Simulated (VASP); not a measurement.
# HfC (Imm2) in VASP: settings compared

The runs below take HfC through relaxation of cell and atoms, with revPBE, BLYP.

Program: VASP 6.6.1. These are calculated values, not measurements. Logs are shortened: lines on timing, memory, paths and dates and some standing lists are left out, and cuts for length are marked.

### Step 1. The cell of the first run

It takes space group Imm2 (No. 44, orthorhombic). Conventional cell: a = 2.793 Å, b = 4.994 Å, c = 3.695 Å, α = 90.00°, β = 90.00°, γ = 90.00°. Hf (site symmetry mm2) has 2 C at 1.80 Å within 2.4 Å. Within 2.4 Å of C (site symmetry mm2) lie 2 Hf at 1.80 Å.

### Step 2. Relaxation of cell and atoms, revPBE

INCAR

```
SYSTEM = HfC
PREC = Accurate
ENCUT = 600
EDIFF = 1E-6
ISMEAR = -1
SIGMA = 0.05
LREAL = .FALSE.
LASPH = .TRUE.
NELM = 100
ALGO = Normal
ISIF = 3
LWAVE = .FALSE.
LCHARG = .FALSE.
GGA = RE
IBRION = 2
NSW = 60
EDIFFG = -0.01
```

KPOINTS

```
Automatic mesh
0
G
  12 12 12
  0 0 0
```

POSCAR

```
HfC
1.0
   -1.3966732300      2.4971805100      1.8473367300
    1.3966732300     -2.4971805100      1.8473367300
    1.3966732300      2.4971805100     -1.8473367300
Hf C
1 1
Direct
    0.9847118300      0.9847118300      0.0000000000
    0.6794548300      0.1794548300      0.5000000000
```

Potentials or basis: VASP PAW PBE potentials, release 64 (Hf_pv, C).

Command:

```console
> cat potpaw_PBE.64/Hf_pv/POTCAR potpaw_PBE.64/C/POTCAR > POTCAR
> mpirun -np 1 vasp_std > vasp.out
```

OUTCAR:

```text
SYSTEM = HfC
   PREC = Accurate
   ENCUT = 600
   EDIFF = 1E-6
   ISMEAR = -1
   LREAL = .FALSE.
   LASPH = .TRUE.
   NELM = 100
   ISIF = 3
   GGA = RE
   IBRION = 2
   NSW = 60
   EDIFFG = -0.01

 ion  position               nearest neighbor table
   1  0.985  0.985  0.000-   2 1.80   2 1.80   2 2.60   2 2.60   2 2.92   2 2.92
   2  0.679  0.179  0.500-   1 1.80   1 1.80   1 2.60   1 2.60   1 2.92   1 2.92

  LATTYP: Found a body centered orthorhombic cell.
 ALAT       =     2.7933464600
 B/A-ratio  =     1.3226692474
 C/A-ratio  =     1.7879490036

  Lattice vectors:

 A1 = (   1.3966732300,  -2.4971805100,  -1.8473367300)
 A2 = (  -1.3966732300,  -2.4971805100,   1.8473367300)
 A3 = (  -1.3966732300,   2.4971805100,  -1.8473367300)

Analysis of symmetry for initial positions (statically):
=====================================================================
 Subroutine PRICEL returns:
 Original cell was already a primitive cell.

 Routine SETGRP: Setting up the symmetry group for a
 body centered orthorhombic supercell.

 Subroutine GETGRP returns: Found  4 space group operations
 (whereof  4 operations were pure point group operations)
 out of a pool of  8 trial point group operations.

The static configuration has the point symmetry C_2v.

Analysis of symmetry for dynamics (positions and initial velocities):
=====================================================================
 Subroutine PRICEL returns:
 Original cell was already a primitive cell.

 Routine SETGRP: Setting up the symmetry group for a
 body centered orthorhombic supercell.

 Subroutine GETGRP returns: Found  4 space group operations
 (whereof  4 operations were pure point group operations)
 out of a pool of  8 trial point group operations.

The dynamic configuration has the point symmetry C_2v.

 Subroutine INISYM returns: Found  4 space group operations
 (whereof  4 operations are pure point group operations),
 and found     1 'primitive' translations

----------------------------------------------------------------------------------------

                                     Primitive cell

  volume of cell :      25.7722

  direct lattice vectors                    reciprocal lattice vectors
    -1.396673230  2.497180510  1.847336730     0.000000000  0.200225814  0.270659914
     1.396673230 -2.497180510  1.847336730     0.357993544  0.000000000  0.270659914
     1.396673230  2.497180510 -1.847336730     0.357993544  0.200225814  0.000000000

  length of vectors
     3.405768578  3.405768578  3.405768578     0.336670708  0.448794125  0.410182587

  position of ions in fractional coordinates (direct lattice)
     0.984711830  0.984711830  0.000000000
     0.679454830  0.179454830  0.500000000

  ion indices of the primitive-cell ions
   primitive index   ion index
                 1           1
                 2           2

----------------------------------------------------------------------------------------

 KPOINTS: Automatic mesh

Automatic generation of k-mesh.
 Grid dimensions read from file:
 generate k-points for:   12   12   12

 Generating k-lattice:

  Cartesian coordinates                     Fractional coordinates (reciprocal lattice)
     0.000000000  0.016685484  0.022554993     0.083333333  0.000000000  0.000000000
     0.029832795  0.000000000  0.022554993     0.000000000  0.083333333  0.000000000
     0.029832795  0.016685484  0.000000000     0.000000000  0.000000000  0.083333333

  Length of vectors
     0.028055892  0.037399510  0.034181882

  Shift w.r.t. Gamma in fractional coordinates (k-lattice)
     0.000000000  0.000000000  0.000000000

 Subroutine IBZKPT returns following result:
 ===========================================

 Found    280 irreducible k-points:

 Following reciprocal coordinates:
            Coordinates               Weight
  0.000000  0.000000  0.000000      1.000000
  0.083333  0.000000  0.000000      4.000000
  0.166667  0.000000 -0.000000      4.000000
  0.250000  0.000000 -0.000000      4.000000
  0.333333  0.000000 -0.000000      4.000000
  0.416667  0.000000 -0.000000      4.000000
[... 16 lines left out ...]
  0.250000  0.166667 -0.000000      8.000000
  0.333333  0.166667 -0.000000      8.000000
 [... further k-points ...]
   k-points           NKPTS =    280   k-points in BZ     NKDIM =    280   number of bands    NBANDS=     11
   number of dos      NEDOS =    301   number of ions     NIONS =      2
   total plane-waves  NPLWV =  21952
   dimension x,y,z NGX =    28 NGY =   28 NGZ =   28
   dimension x,y,z NGXF=    56 NGYF=   56 NGZF=   56
   ions per type =               1   1
   NGX,Y,Z   is equivalent  to a cutoff of  13.67, 13.67, 13.67 a.u.
   NGXF,Y,Z  is equivalent  to a cutoff of  27.34, 27.34, 27.34 a.u.
 SYSTEM =  HfC
   PREC   = accura    normal or accurate (medium, high low for compatibility)
   ISTART =      0    job   : 0-new  1-cont  2-samecut
   ICHARG =      2    charge: 1-file 2-atom 10-const
   ISPIN  =      1    spin polarized calculation?
   LNONCOLLINEAR =      F non collinear calculations
   LSORBIT =      F    spin-orbit coupling
   LASPH  =      T    aspherical Exc in radial PAW
   ENCUT  =  600.0 eV  44.10 Ry    6.64 a.u.   6.80  6.80  6.80*2*pi/ulx,y,z
   NELM   =    100;   NELMIN=  2; NELMDL= -5     # of ELM steps
   EDIFF  = 0.1E-05   stopping-criterion for ELM
   LREAL  =      F    real-space projection
   EDIFFG = -.1E-01   stopping-criterion for IOM
   NSW    =     60    number of steps for IOM
   IBRION =      2    ionic relax: 0-MD 1-quasi-New 2-CG
   NFREE  =      1    steps in history (QN), initial steepest desc. (CG)
   ISIF   =      3    stress and relaxation
   ISYM   =      2    0-nonsym 1-usesym 2-fastsym
   POTIM  = 0.5000    time-step for ionic-motion
   TEBEG  =    0.0;   TEEND  =   0.0 temperature during run
   PSTRESS=    0.0 pullay stress
   NELECT =      14.0000    total number of electrons
   NUPDOWN=      -1.0000    fix difference up-down
   EMIN   =  10.00;   EMAX   =-10.00  energy-range for DOS
   EFERMI =   0.00;   METHOD = LEGACY
   ISMEAR =    -1;   SIGMA  =   0.05  broadening in eV -4-tet -1-fermi 0-gaus
   EFERMI_NEDOS =   21; number of points for ismear=-14 and -15
   IALGO  =     38    algorithm
   IMIX   =      4    mixing-type and parameters
     AMIX     =   0.40;   BMIX     =  1.00
     AMIX_MAG =   1.60;   BMIX_MAG =  1.00
  volume/ion in A,a.u.               =      12.89        86.96
  Fermi-wavevector in a.u.,A,eV,Ry     =   1.335777  2.524252 24.276872  1.784300
  Thomas-Fermi vector in A             =   2.464455
   LORBIT       =      0    0 simple, 1 ext, 2 COOP (PROOUT), +10 PAW based schemes
   GGA     = RE    functional components
   LHFCALC =     F    Hartree Fock is set to
   AEXX    =    0.0000 exact exchange contribution
   IVDW    =     0    specifies the selected vdW correction
   LEPSILON=     F    determine dielectric tensor
   LRPA    =     F    only Hartree local field effects (RPA)
 conjugate gradient relaxation of ions
 non-spin polarized calculation
  energy-cutoff  :      600.00
  volume of cell :       25.77
 maximum number of plane-waves:       875
   NGX = 13   NGY = 13   NGZ = 13

--------------------------------------- Ionic step        1  -------------------------------------------

 number of electron      14.0000001 magnetization

 Free energy of the ion-electron system (eV)
  ---------------------------------------------------
  ext. energy  EPLUGINS =         0.00000000
  ---------------------------------------------------
  free energy    TOTEN  =       -15.83435780 eV

  energy without entropy =      -15.83425345  energy(sigma->0) =      -15.83430563

------------------------ aborting loop because EDIFF is reached ----------------------------------------

  FORCE on cell =-STRESS in cart. coord.  units (eV):
  Direction    XX          YY          ZZ          XY          YZ          ZX
  --------------------------------------------------------------------------------------
  -------------------------------------------------------------------------------------
  Total       27.8140346     -3.4796886      9.8354649      0.0000000      0.0000000      0.0000000
  in kB     1729.1145682   -216.3217370    611.4411630      0.0000000      0.0000000      0.0000000
  external PRESSURE =     708.0779981 kB  Pullay stress =       0.0000000 kB
[... 89 lines left out ...]
  FREE ENERGIE OF THE ION-ELECTRON SYSTEM (eV)
  ---------------------------------------------------
  free  energy   TOTEN  =       -16.6207293072 eV

  energy  without entropy=      -16.6187456922  energy(sigma->0) =      -16.61973750

 E-fermi :   2.7703     XC(G=0):  -9.8018

 val. band max:        2.7644183194   @ k =   0.0833  -0.0833   0.0833
 cond. band min:       2.7719918128   @ k =  -0.0833   0.1667  -0.0000
 fundamental gap:      0.0075734934
 Fermi energy:         2.7703402307

 k-point     1 :       0.0000    0.0000    0.0000
  band No.  band energies     occupation
      1     -29.0944      2.00000
      2     -29.0845      2.00000
      3     -28.6511      2.00000
      4      -7.4259      2.00000
      5       2.5681      1.96555
      6       2.6968      1.62665
      7       3.0122      0.01573
      8       3.5116      0.00000
      9       3.6899      0.00000
     10       4.3461      0.00000
     11       4.4238      0.00000
[... 309 lines left out ...]
 k-point    24 :       0.3333    0.1667   -0.0000
  band No.  band energies     occupation
      1     -29.1341      2.00000
      2     -29.1157      2.00000
      3     -28.6897      2.00000
      4      -5.8931      2.00000
      5      -0.8960      2.00000
      6       0.7267      2.00000
      7       1.1107      2.00000
      8       4.9071      0.00000
      9       5.0618      0.00000
     10       6.3232      0.00000
     11       6.9427      0.00000

 [... further k-points ...]

[... ionic steps 4 to 21 ...]

--------------------------------------- Ionic step       22  -------------------------------------------

 number of electron      14.0000000 magnetization

------------------------ aborting loop because EDIFF is reached ----------------------------------------

  FORCE on cell =-STRESS in cart. coord.  units (eV):
  Direction    XX          YY          ZZ          XY          YZ          ZX
  --------------------------------------------------------------------------------------
  -------------------------------------------------------------------------------------
  Total       -0.0001825     -0.0312288     -0.0028439      0.0000000      0.0000000      0.0000000
  in kB       -0.0115105     -1.9701653     -0.1794176      0.0000000      0.0000000      0.0000000
  external PRESSURE =      -0.7203645 kB  Pullay stress =       0.0000000 kB
[... 57 lines left out ...]
  energy  without entropy=      -20.2971390974  energy(sigma->0) =      -20.29820609

--------------------------------------- Ionic step       24  -------------------------------------------

 number of electron      14.0000000 magnetization

 Free energy of the ion-electron system (eV)
  ---------------------------------------------------
  ext. energy  EPLUGINS =         0.00000000
  ---------------------------------------------------
  free energy    TOTEN  =       -20.29927926 eV

  energy without entropy =      -20.29714497  energy(sigma->0) =      -20.29821211

 E-fermi :   5.9685     XC(G=0): -12.1893

 val. band max:        5.8786281037   @ k =  -0.0833   0.0833  -0.0000
 cond. band min:       6.0258389393   @ k =   0.4167  -0.3333   0.3333
 fundamental gap:      0.1472108356
 Fermi energy:         5.9685468827

 k-point     1 :       0.0000    0.0000    0.0000
  band No.  band energies     occupation
      1     -23.6945      2.00000
      2     -23.6943      2.00000
      3     -23.6940      2.00000
      4      -6.3383      2.00000
      5       6.9487      0.00000
      6       6.9503      0.00000
      7       6.9503      0.00000
      8       7.3651      0.00000
      9       7.3671      0.00000
     10       7.3679      0.00000
     11       9.3254      0.00000
[... 351 lines left out ...]
  FREE ENERGIE OF THE ION-ELECTRON SYSTEM (eV)
  ---------------------------------------------------
  free  energy   TOTEN  =       -20.2992792624 eV

  energy  without entropy=      -20.2971449657  energy(sigma->0) =      -20.29821211

 reached required accuracy - stopping structural energy minimisation
```

It took 27 min on 1 thread of Intel Xeon 8259CL, shared host; peak memory 0.28 GiB.

What came out:

| Property | Result |
| --- | --- |
| Free energy | -20.2993 eV |
| Relaxed volume | 12.69 Å³/atom |
| Relaxed cell | a = 3.299 Å, b = 3.299 Å, c = 3.299 Å, α = 120.00°, β = 90.01°, γ = 119.99° |
| Space group after relaxing (to 0.1 Å) | Fm-3m (No. 225) |
| Energy gained by relaxing | 2232.5 meV/atom |
| Ionic steps | 24 |
| Pressure after relaxing | 0.0 GPa |
| Band gap on the k mesh | zero (bands 7 and 8 overlap by 1.42 eV) |

Step by step:
```csv
step,energy change (eV),largest force (eV/Å),pressure (GPa),volume (Å³)
1,0.0000,11.8750,70.81,25.77
2,-0.2303,0.7159,-29.27,48.81
3,-0.7864,0.8205,-30.72,45.00
4,-1.3137,0.5156,-32.72,41.90
5,-3.0258,0.2961,-33.06,33.61
6,-3.3393,0.8941,-14.56,29.63
7,-3.3673,0.2259,-23.40,30.88
8,-3.3763,0.3825,-21.12,30.50
9,-4.1026,0.9189,16.22,24.49
10,-4.2016,0.9811,2.70,25.82
11,-4.3685,0.8544,0.23,25.56
12,-4.3720,0.7785,0.31,25.49
13,-4.4488,0.2784,-0.76,25.49
14,-4.4544,0.0618,-0.73,25.49
15,-4.4639,0.0181,0.90,25.29
16,-4.4648,0.0010,0.46,25.34
17,-4.4648,0.0003,0.43,25.34
18,-4.4648,0.0007,-0.56,25.45
19,-4.4649,0.0005,-0.01,25.39
20,-4.4649,0.0005,-0.02,25.39
21,-4.4649,0.0006,-0.28,25.42
22,-4.4649,0.0005,-0.07,25.40
23,-4.4649,0.0005,-0.08,25.39
24,-4.4649,0.0003,-0.01,25.39
```

Final structure:
```yaml
crystal:
  lattice:
    - [-1.64950, 2.33252, 1.64972]
    - [1.64950, -2.33252, 1.64972]
    - [1.64950, 2.33252, -1.64972]
  atoms:
    - { symbol: Hf, position: [0.08208, 0.08208, 0.00000] }
    - { symbol: C, position: [0.58209, 0.08209, 0.50000] }
```

Levels at points of the mesh, in eV from the Fermi level:
```
           k point  band 5  band 6  band 7  band 8  band 9  band 10
(0.00, 0.00, 0.00)    0.98    0.98    0.98    1.40    1.40     1.40
(0.50, 0.00, 0.00)   -6.10   -2.96   -2.96    5.27    5.27     5.73
(0.00, 0.50, 0.00)   -2.63   -1.73   -0.12   -0.12    5.24     6.67
(0.50, 0.50, 0.00)   -6.10   -2.96   -2.96    5.27    5.27     5.73
(0.50, 0.50, 0.50)   -2.62   -1.73   -0.13   -0.12    5.25     6.67
```

Caveat: the PAW data sets were made with another functional, which shifts forces and pressure a little; spin-orbit coupling is left out, which moves the levels of the heavy elements.

### Step 3. Relaxation of cell and atoms, BLYP

INCAR

```
SYSTEM = HfC
AGGAC = 1.0
AGGAX = 1.0
ALDAC = 0.0
ALDAX = 1.0
ALGO = Normal
EDIFF = 1E-6
EDIFFG = -0.01
ENCUT = 600
GGA = B5
IBRION = 2
ISIF = 3
ISMEAR = -1
LASPH = .True.
LCHARG = .False.
LREAL = .False.
LWAVE = .False.
NELM = 60
NSW = 60
PREC = Accurate
SIGMA = 0.05
```

KPOINTS

```
k-points
0
Gamma
  12 12 12
  0 0 0
```

POSCAR is that of step 2.

Potentials or basis: VASP PAW PBE potentials, release 64 (Hf_pv, C).

Command:

```console
> cat potpaw_PBE.64/Hf_pv/POTCAR potpaw_PBE.64/C/POTCAR > POTCAR
> mpirun -np 1 vasp_std > vasp.out
```

Run time: 32 min. Hardware: 1 thread of Intel Xeon 8259CL, shared host; peak memory 0.28 GiB.

It converged, with:

* Free energy: -19.1431 eV
* Relaxed volume: 12.97 Å³/atom
* Relaxed cell: a = 3.322 Å, b = 3.322 Å, c = 3.322 Å, α = 120.00°, β = 90.00°, γ = 119.99°
* Space group after relaxing (to 0.1 Å): Fm-3m (No. 225)
* Energy gained by relaxing: 2185.9 meV/atom
* Ionic steps: 21
* Pressure after relaxing: 0.0 GPa
* Largest force after relaxing: 0.006 eV/Å
* Band gap on the k mesh: zero (bands 7 and 8 overlap by 1.32 eV)

Forces in eV/Å, atoms in the order of the input:
```
Hf   0.000  0.000 -0.006
C    0.000  0.000  0.006
```

The path:
```tsv
step	energy change (eV)	largest force (eV/Å)	pressure (GPa)	volume (Å³)
1	0.0000	11.7392	75.08	25.77
2	-0.1660	0.7018	-28.43	50.87
3	-0.7383	0.8519	-29.82	46.61
4	-1.2583	0.5592	-31.66	43.23
5	-3.0046	0.4135	-31.43	34.18
6	-3.3604	0.6352	-12.64	29.89
7	-3.3796	0.0448	-20.92	31.11
8	-3.3887	0.1897	-18.62	30.72
9	-4.0777	0.8285	12.50	25.33
10	-4.1425	0.8533	2.64	26.40
11	-4.2678	0.7552	-1.20	26.37
12	-4.2734	0.7165	-1.70	26.35
13	-4.3468	0.4078	0.84	25.89
14	-4.3543	0.1921	2.56	25.68
15	-4.3669	0.0900	-2.65	26.26
16	-4.3701	0.0135	-1.17	26.08
17	-4.3711	0.0237	1.15	25.80
18	-4.3717	0.0198	0.26	25.91
19	-4.3718	0.0111	-0.16	25.96
20	-4.3718	0.0130	-0.07	25.94
21	-4.3718	0.0064	0.02	25.93
```

Final structure:
```
CELL_PARAMETERS angstrom
-1.66120 2.34921 1.66133
1.66120 -2.34921 1.66133
1.66120 2.34921 -1.66133
ATOMIC_POSITIONS crystal
Hf 0.08225 0.08225 0.00000
C 0.58191 0.08191 0.50000
```

Levels at points of the mesh, in eV from the Fermi level:
| k point | band 4 | band 5 | band 6 | band 7 | band 8 | band 9 | band 10 | band 11 |
| --- | --- | --- | --- | --- | --- | --- | --- | --- |
| (0.00, 0.00, 0.00) | -12.06 | 0.92 | 0.92 | 0.92 | 1.33 | 1.33 | 1.33 | 3.19 |
| (0.50, 0.00, 0.00) | -8.57 | -5.88 | -2.93 | -2.93 | 4.96 | 4.96 | 5.46 | 6.75 |
| (0.00, 0.50, 0.00) | -10.29 | -2.48 | -1.58 | -0.13 | -0.13 | 4.97 | 6.26 | 6.27 |
| (0.50, 0.50, 0.00) | -8.57 | -5.88 | -2.93 | -2.93 | 4.96 | 4.96 | 5.46 | 6.75 |
| (0.50, 0.50, 0.50) | -10.28 | -2.48 | -1.58 | -0.14 | -0.13 | 4.97 | 6.27 | 6.27 |

Caveat: the PAW data sets were made with another functional, which shifts forces and pressure a little; spin-orbit coupling is left out, which moves the levels of the heavy elements.
